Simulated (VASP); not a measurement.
# Mg33O32 (a cell with a defect) in VASP: single point with PBEsol

Aim: the single point of Mg33O32 (a cell with a defect) with PBEsol.

Everything below comes from runs of VASP 6.6.1. Logs are shortened: lines on timing, memory, paths and dates and some standing lists are left out, and cuts for length are marked.

## (1) The cell of the first run

The cell holds a defect, 65 atoms: a = 8.429 Å, b = 8.429 Å, c = 8.429 Å, α = 90.00°, β = 90.00°, γ = 90.00°.

## (2) Single point, PBEsol

Contents of INCAR:

```
SYSTEM = Mg33O32
PREC = Accurate
ENCUT = 520
EDIFF = 1E-7
ISMEAR = -1
SIGMA = 0.05
LREAL = Auto
LASPH = .TRUE.
NELM = 60
ALGO = Normal
ISIF = 2
LWAVE = .FALSE.
LCHARG = .FALSE.
GGA = PS
NBANDS = 167
ISYM = 0
```

Contents of KPOINTS:

```
Automatic mesh
0
Gamma
  1 1 1
  0.25 0.25 0.25
```

Contents of POSCAR:

```
Mg33O32
1.0
    8.4288080000      0.0000000000      0.0000000000
    0.0000000000      8.4288080000      0.0000000000
    0.0000000000      0.0000000000      8.4288080000
O Mg
32 33
Direct
    0.2506210000      0.9995330000      0.0001880000
    0.2469880000      0.9921830000      0.5033040000
    0.2471010000      0.5027230000      0.9928740000
    0.2471750000      0.5018180000      0.5022490000
    0.7508740000      0.9992090000      0.9998170000
    0.7505470000      0.9993450000      0.4999260000
    0.7505410000      0.4993430000      0.9999740000
    0.7579440000      0.5028630000      0.5033550000
    0.0003650000      0.2498980000      0.9999730000
    0.9924600000      0.2465720000      0.5033960000
    0.9999600000      0.7501090000      0.9997190000
    0.0003840000      0.7495300000      0.5000180000
    0.5034660000      0.2463730000      0.9918320000
    0.5037310000      0.2452890000      0.5057760000
    0.5000960000      0.7496980000      0.9998270000
    0.5032470000      0.7576210000      0.5034150000
    0.0004100000      0.9993710000      0.2505120000
    0.9999530000      0.9991140000      0.7507300000
    0.9925670000      0.5027860000      0.2471620000
    0.0004180000      0.4993770000      0.7501600000
    0.5034500000      0.9912870000      0.2468510000
    0.5000440000      0.9992050000      0.7503560000
    0.5035190000      0.5049690000      0.2461470000
    0.5032130000      0.5029030000      0.7581350000
    0.2453440000      0.2469160000      0.2472800000
    0.2469380000      0.2466620000      0.7580280000
    0.2470430000      0.7573120000      0.2472000000
    0.2505390000      0.7494670000      0.7501400000
    0.7587050000      0.2463650000      0.2468260000
    0.7507130000      0.2498890000      0.7503800000
    0.7507150000      0.7497270000      0.2504610000
    0.7507510000      0.7499100000      0.7505330000
    0.0002720000      0.9993870000      0.0000320000
    0.9946440000      0.9937930000      0.5010000000
    0.9947680000      0.5003750000      0.9945100000
    0.9997130000      0.5001890000      0.5007870000
    0.5009260000      0.9932470000      0.9938460000
    0.5009030000      0.9991560000      0.5010300000
    0.5008990000      0.5004260000      0.9997060000
    0.5316600000      0.5316640000      0.5321000000
    0.2495930000      0.2490930000      0.9998520000
    0.2188420000      0.2188570000      0.5315920000
    0.2496130000      0.7552030000      0.9945670000
    0.2496240000      0.7500120000      0.5007000000
    0.7567470000      0.2490560000      0.9938790000
    0.7505100000      0.2489000000      0.5009360000
    0.7506170000      0.7497560000      0.9999710000
    0.7563290000      0.7554810000      0.5008700000
    0.2496610000      0.9993120000      0.2497300000
    0.2496080000      0.9938390000      0.7559310000
    0.2191740000      0.5306800000      0.2197460000
    0.2496990000      0.5000690000      0.7505220000
    0.7567210000      0.9932920000      0.2496690000
    0.7505820000      0.9993520000      0.7503630000
    0.7505240000      0.5003110000      0.2495200000
    0.7562970000      0.5002660000      0.7560670000
    0.9996690000      0.2490230000      0.2496090000
    0.9946150000      0.2489350000      0.7559920000
    0.9947450000      0.7552700000      0.2495560000
    0.0001950000      0.7497540000      0.7503960000
    0.5336040000      0.2163540000      0.2168210000
    0.5009210000      0.2488430000      0.7508000000
    0.5009090000      0.7502490000      0.2494290000
    0.5009400000      0.7555200000      0.7561170000
    0.3778420000      0.3730740000      0.3741780000
```

Potentials or basis: VASP PAW PBE potentials, release 64 (O, Mg).

Run with:

```bash
$ cat potpaw_PBE.64/O/POTCAR potpaw_PBE.64/Mg/POTCAR > POTCAR
$ mpirun -np 1 vasp_std > vasp.out
```

OUTCAR:

```text
SYSTEM = Mg33O32
   PREC = Accurate
   ENCUT = 520
   EDIFF = 1E-7
   ISMEAR = -1
   LREAL = Auto
   LASPH = .TRUE.
   NELM = 60
   ISIF = 2
   GGA = PS
   ISYM = 0

 ion  position               nearest neighbor table
   1  0.251  1.000  0.000-  50 2.06  43 2.06  49 2.10  41 2.10  33 2.11  37 2.11
   2  0.247  0.992  0.503-  42 1.94  44 2.04  34 2.13  50 2.13  49 2.14  38 2.14
   3  0.247  0.503  0.993-  51 1.94  52 2.04  35 2.13  43 2.13  41 2.14  39 2.14
   4  0.247  0.502  0.502-  65 1.89  36 2.09  44 2.09  52 2.09  51 2.41  42 2.41  40 2.42
   5  0.751  0.999  1.000-  33 2.10  47 2.10  54 2.10  45 2.11  53 2.11  37 2.11
   6  0.751  0.999  0.500-  48 2.06  34 2.06  46 2.10  38 2.10  53 2.11  54 2.11
   7  0.751  0.499  1.000-  56 2.06  35 2.06  55 2.10  39 2.10  47 2.11  45 2.11
   8  0.758  0.503  0.503-  40 1.94  36 2.04  48 2.13  56 2.13  55 2.14  46 2.14
   9  0.000  0.250  1.000-  45 2.05  58 2.06  41 2.10  57 2.10  33 2.11  35 2.11
  10  0.992  0.247  0.503-  42 1.94  46 2.04  58 2.13  34 2.13  36 2.14  57 2.14
  11  1.000  0.750  1.000-  33 2.10  60 2.10  47 2.10  43 2.11  35 2.11  59 2.11
  12  0.000  0.750  0.500-  48 2.06  34 2.06  44 2.10  36 2.10  60 2.11  59 2.11
  13  0.503  0.246  0.992-  61 1.93  62 2.03  37 2.13  45 2.14  41 2.14  39 2.14
  14  0.504  0.245  0.506-  65 1.88  62 2.07  38 2.08  46 2.08  42 2.42  40 2.44  61 2.46
  15  0.500  0.750  1.000-  37 2.05  64 2.05  39 2.10  63 2.10  47 2.11  43 2.11
  16  0.503  0.758  0.503-  40 1.93  38 2.04  64 2.13  48 2.13  44 2.14  63 2.14
  17  0.000  0.999  0.251-  53 2.05  59 2.06  49 2.10  57 2.10  33 2.11  34 2.11
[... 67 lines left out ...]
  59  0.995  0.755  0.250-  31 2.06  17 2.06  11 2.11  12 2.11  27 2.13  19 2.13  51 2.69  53 2.84
                            48 2.92  34 2.92  33 2.94  47 2.94  49 2.97  55 2.98  44 3.02  36 3.02
  60  0.000  0.750  0.750-  11 2.10  18 2.10  32 2.10  28 2.11  20 2.11  12 2.11  56 2.94  48 2.94
                            34 2.94  35 2.94  50 2.94  43 2.94  44 2.97  47 2.97  36 2.98  52 2.98
  61  0.534  0.216  0.217-  13 1.93  21 1.93  29 1.93  65 2.29  25 2.46  23 2.46  14 2.46  37 2.67
                            45 2.67  53 2.67  55 3.02  41 3.03  49 3.03  46 3.03  39 3.03  38 3.03
  62  0.501  0.249  0.751-  13 2.03  14 2.07  22 2.10  30 2.11  26 2.14  24 2.14  37 2.97  45 2.97
                            54 2.97  46 2.98  38 2.98  41 2.98  39 2.98  52 2.99  50 3.02  56 3.02
  63  0.501  0.750  0.249-  21 2.03  23 2.07  15 2.10  31 2.11  27 2.14  16 2.14  37 2.97  53 2.97
                            47 2.98  39 2.98  55 2.98  49 2.98  38 2.98  44 3.00  43 3.02  51 3.02
  64  0.501  0.756  0.756-  22 2.05  15 2.05  32 2.11  28 2.11  24 2.13  16 2.13  40 2.68  37 2.83
                            50 2.92  43 2.92  54 2.94  47 2.94  39 2.97  38 2.97  52 3.02  44 3.02
  65  0.378  0.373  0.374-  14 1.88  25 1.88  23 1.88   4 1.89  61 2.29  40 2.29  42 2.29  51 2.29
                            46 3.48  55 3.48  38 3.49  39 3.49  49 3.49  41 3.50  62 3.50  63 3.51

IMPORTANT INFORMATION: All symmetrisations will be switched off!
NOSYMM: (Re-)initialisation of all symmetry stuff for point group C_1.

----------------------------------------------------------------------------------------

                                     Primitive cell

  volume of cell :     598.8230

  direct lattice vectors                    reciprocal lattice vectors
     8.428808000  0.000000000  0.000000000     0.118640738  0.000000000  0.000000000
     0.000000000  8.428808000  0.000000000     0.000000000  0.118640738  0.000000000
     0.000000000  0.000000000  8.428808000     0.000000000  0.000000000  0.118640738

  length of vectors
     8.428808000  8.428808000  8.428808000     0.118640738  0.118640738  0.118640738

  position of ions in fractional coordinates (direct lattice)
     0.250621000  0.999533000  0.000188000
     0.246988000  0.992183000  0.503304000
     0.247101000  0.502723000  0.992874000
     0.247175000  0.501818000  0.502249000
     0.750874000  0.999209000  0.999817000
     0.750547000  0.999345000  0.499926000
[... 57 lines left out ...]
     0.500940000  0.755520000  0.756117000
     0.377842000  0.373074000  0.374178000

  ion indices of the primitive-cell ions
   primitive index   ion index
                 1           1
                 2           2
                 3           3
                 4           4
                 5           5
                 6           6
[... 57 lines left out ...]
                64          64
                65          65

----------------------------------------------------------------------------------------

 KPOINTS: Automatic mesh

Automatic generation of k-mesh.
 Grid dimensions read from file:
 generate k-points for:    1    1    1

 Generating k-lattice:

  Cartesian coordinates                     Fractional coordinates (reciprocal lattice)
     0.118640738  0.000000000  0.000000000     1.000000000  0.000000000  0.000000000
     0.000000000  0.118640738  0.000000000     0.000000000  1.000000000  0.000000000
     0.000000000  0.000000000  0.118640738     0.000000000  0.000000000  1.000000000

  Length of vectors
     0.118640738  0.118640738  0.118640738

  Shift w.r.t. Gamma in fractional coordinates (k-lattice)
     0.250000000  0.250000000  0.250000000

 Subroutine IBZKPT returns following result:
 ===========================================

 Found      4 irreducible k-points:

 Following reciprocal coordinates:
            Coordinates               Weight
  0.250000  0.250000  0.250000      2.000000
 -0.250000  0.250000  0.250000      2.000000
 -0.250000 -0.250000  0.250000      2.000000
  0.250000 -0.250000  0.250000      2.000000
   k-points           NKPTS =      4   k-points in BZ     NKDIM =      4   number of bands    NBANDS=    167
   number of dos      NEDOS =    301   number of ions     NIONS =     65
   total plane-waves  NPLWV = 262144
   dimension x,y,z NGX =    64 NGY =   64 NGZ =   64
   dimension x,y,z NGXF=   128 NGYF=  128 NGZF=  128
   ions per type =              32  33
   NGX,Y,Z   is equivalent  to a cutoff of  12.62, 12.62, 12.62 a.u.
   NGXF,Y,Z  is equivalent  to a cutoff of  25.25, 25.25, 25.25 a.u.
 SYSTEM =  Mg33O32
   PREC   = accura    normal or accurate (medium, high low for compatibility)
   ISTART =      0    job   : 0-new  1-cont  2-samecut
   ICHARG =      2    charge: 1-file 2-atom 10-const
   ISPIN  =      1    spin polarized calculation?
   LNONCOLLINEAR =      F non collinear calculations
   LSORBIT =      F    spin-orbit coupling
   LASPH  =      T    aspherical Exc in radial PAW
   ENCUT  =  520.0 eV  38.22 Ry    6.18 a.u.  15.67 15.67 15.67*2*pi/ulx,y,z
   NELM   =     60;   NELMIN=  2; NELMDL= -5     # of ELM steps
   EDIFF  = 0.1E-06   stopping-criterion for ELM
   LREAL  =      T    real-space projection
   EDIFFG = 0.1E-05   stopping-criterion for IOM
   NSW    =      0    number of steps for IOM
   IBRION =     -1    ionic relax: 0-MD 1-quasi-New 2-CG
   NFREE  =      0    steps in history (QN), initial steepest desc. (CG)
   ISIF   =      2    stress and relaxation
   ISYM   =      0    0-nonsym 1-usesym 2-fastsym
   POTIM  = 0.5000    time-step for ionic-motion
   TEBEG  =    0.0;   TEEND  =   0.0 temperature during run
   PSTRESS=    0.0 pullay stress
   NELECT =     258.0000    total number of electrons
   NUPDOWN=      -1.0000    fix difference up-down
   EMIN   =  10.00;   EMAX   =-10.00  energy-range for DOS
   EFERMI =   0.00;   METHOD = LEGACY
   ISMEAR =    -1;   SIGMA  =   0.05  broadening in eV -4-tet -1-fermi 0-gaus
   EFERMI_NEDOS =   21; number of points for ismear=-14 and -15
   IALGO  =     38    algorithm
   IMIX   =      4    mixing-type and parameters
     AMIX     =   0.40;   BMIX     =  1.00
     AMIX_MAG =   1.60;   BMIX_MAG =  1.00
  volume/ion in A,a.u.               =       9.21        62.17
  Fermi-wavevector in a.u.,A,eV,Ry     =   1.236465  2.336580 20.801216  1.528846
  Thomas-Fermi vector in A             =   2.371073
   LORBIT       =      0    0 simple, 1 ext, 2 COOP (PROOUT), +10 PAW based schemes
   GGA     = PS    functional components
   LHFCALC =     F    Hartree Fock is set to
   AEXX    =    0.0000 exact exchange contribution
   IVDW    =     0    specifies the selected vdW correction
   LEPSILON=     F    determine dielectric tensor
   LRPA    =     F    only Hartree local field effects (RPA)
 non-spin polarized calculation
  energy-cutoff  :      520.00
  volume of cell :      598.82
 maximum number of plane-waves:     16125
 NGX is ok and might be reduce to    64
   NGX = 31   NGY = 31   NGZ = 31

 number of electron     257.9999967 magnetization

 Free energy of the ion-electron system (eV)
  ---------------------------------------------------
  ext. energy  EPLUGINS =         0.00000000
  ---------------------------------------------------
  free energy    TOTEN  =      -391.20450347 eV

  energy without entropy =     -391.20449509  energy(sigma->0) =     -391.20449928

 E-fermi :   9.0583     XC(G=0): -11.3915

 val. band max:        8.4239292272   @ k =  -0.2500   0.2500   0.2500
 cond. band min:       9.6793241610   @ k =  -0.2500   0.2500   0.2500
 fundamental gap:      1.2553949339
 Fermi energy:         9.0582750396

 k-point     1 :       0.2500    0.2500    0.2500
  band No.  band energies     occupation
      1     -13.9213      2.00000
      2     -13.5376      2.00000
      3     -13.5317      2.00000
      4     -13.5270      2.00000
      5     -13.2281      2.00000
      6     -13.2157      2.00000
[... 565 lines left out ...]
    140      11.5420      0.00000
    141      11.6694      0.00000
 [bands above 141 left out]

------------------------ aborting loop because EDIFF is reached ----------------------------------------

  FORCE on cell =-STRESS in cart. coord.  units (eV):
  Direction    XX          YY          ZZ          XY          YZ          ZX
  --------------------------------------------------------------------------------------
  -------------------------------------------------------------------------------------
  Total       37.1823162     37.1793232     37.2042505     -0.0159867      0.0769761     -0.0442028
  in kB       99.4829235     99.4749155     99.5416095     -0.0427730      0.2059529     -0.1182666
  external PRESSURE =      99.4998162 kB  Pullay stress =       0.0000000 kB

 VOLUME and BASIS-vectors are now :
 -----------------------------------------------------------------------------
  energy-cutoff  :      520.00
  volume of cell :      598.82
      direct lattice vectors                 reciprocal lattice vectors
     8.428808000  0.000000000  0.000000000     0.118640738  0.000000000  0.000000000
     0.000000000  8.428808000  0.000000000     0.000000000  0.118640738  0.000000000
     0.000000000  0.000000000  8.428808000     0.000000000  0.000000000  0.118640738

 POSITION                                       TOTAL-FORCE (eV/Angst)
 -----------------------------------------------------------------------------------
      2.11244      8.42487      0.00158         0.004440     -0.003809     -0.001373
      2.08181      8.36292      4.24225         0.004975     -0.017816      0.006349
      2.08277      4.23736      8.36874         0.000507      0.000781     -0.015111
      2.08339      4.22973      4.23336        -0.016640      0.031073      0.024779
      6.32897      8.42214      8.42727        -0.002212     -0.007478     -0.007617
      6.32622      8.42329      4.21378         0.005705      0.002635      0.001403
[... 57 lines left out ...]
      4.22233      6.36813      6.37317        -0.008410     -0.010423     -0.010707
      3.18476      3.14457      3.15387         0.018562      0.006428      0.000583
 -----------------------------------------------------------------------------------
    total drift:                                0.035510     -0.047251      0.048561

  FREE ENERGIE OF THE ION-ELECTRON SYSTEM (eV)
  ---------------------------------------------------
  free  energy   TOTEN  =      -391.2045034686 eV

  energy  without entropy=     -391.2044950884  energy(sigma->0) =     -391.20449928
```

Run time: 25 min. Hardware: 1 thread of Intel Xeon 8259CL, shared host; peak memory 0.7 GiB.

Results:

```
Free energy            : -391.2045 eV
Pressure               : 9.9 GPa
Largest force          : 0.064 eV/Å
Band gap on the k mesh : 1.26 eV
```

Forces on the atoms (eV/Å):
```
O    0.004 -0.004 -0.001
O    0.005 -0.018  0.006
O    0.001  0.001 -0.015
O   -0.017  0.031  0.025
O   -0.002 -0.007 -0.008
O    0.006  0.003  0.001
O    0.006 -0.002  0.006
O    0.010 -0.005  0.002
O   -0.001  0.000  0.000
O   -0.016  0.004  0.003
O   -0.002 -0.006 -0.001
O    0.010 -0.002 -0.001
O   -0.001  0.002 -0.020
O    0.011 -0.006  0.014
O   -0.004  0.008  0.006
O   -0.005  0.010  0.001
O    0.002 -0.006  0.004
O   -0.004 -0.009 -0.003
O   -0.010  0.004  0.004
O    0.009 -0.003  0.002
O    0.000 -0.017  0.007
O   -0.002 -0.002  0.005
O    0.003  0.017 -0.009
O    0.000 -0.002  0.006
O   -0.037 -0.036 -0.037
O    0.006  0.000  0.006
O    0.001  0.008  0.007
O    0.001 -0.004 -0.003
O    0.009  0.003  0.012
O    0.001 -0.003 -0.006
O    0.002 -0.007  0.002
O    0.014  0.010  0.010
Mg   0.006  0.009  0.008
Mg   0.007  0.013 -0.014
Mg   0.004 -0.011  0.008
Mg  -0.011 -0.007 -0.007
Mg  -0.010  0.006  0.008
Mg  -0.005 -0.009 -0.009
Mg  -0.004 -0.005 -0.005
Mg   0.012  0.012  0.011
Mg   0.001  0.003  0.006
Mg  -0.009 -0.005 -0.010
Mg   0.007 -0.002  0.000
Mg   0.008  0.011  0.002
Mg  -0.003  0.008  0.001
Mg   0.015  0.008  0.001
Mg  -0.007 -0.006  0.008
Mg  -0.014 -0.011 -0.012
Mg  -0.003  0.005 -0.002
Mg   0.006  0.004 -0.004
Mg  -0.010 -0.004 -0.011
Mg   0.003  0.006  0.017
Mg  -0.002  0.000  0.003
Mg  -0.006  0.009 -0.005
Mg   0.015  0.006  0.003
Mg  -0.011 -0.008 -0.011
Mg  -0.004 -0.001 -0.001
Mg   0.001  0.007 -0.007
Mg  -0.003 -0.002  0.002
Mg   0.006 -0.005 -0.005
Mg  -0.007 -0.007 -0.007
Mg   0.004  0.006  0.019
Mg   0.006  0.014  0.003
Mg  -0.008 -0.010 -0.011
Mg   0.019  0.006  0.001
```

Levels at points of the mesh, in eV from the valence-band top:
```tsv
k point	band 125	band 126	band 127	band 128	band 129	band 130	band 131	band 132	band 133	band 134
(0.25, 0.25, 0.25)	-5.64	-5.63	-5.35	-5.35	0.00	1.27	1.67	1.72	2.14	2.51
```

Caveat: the PAW data sets were made with another functional, which shifts forces and pressure a little.
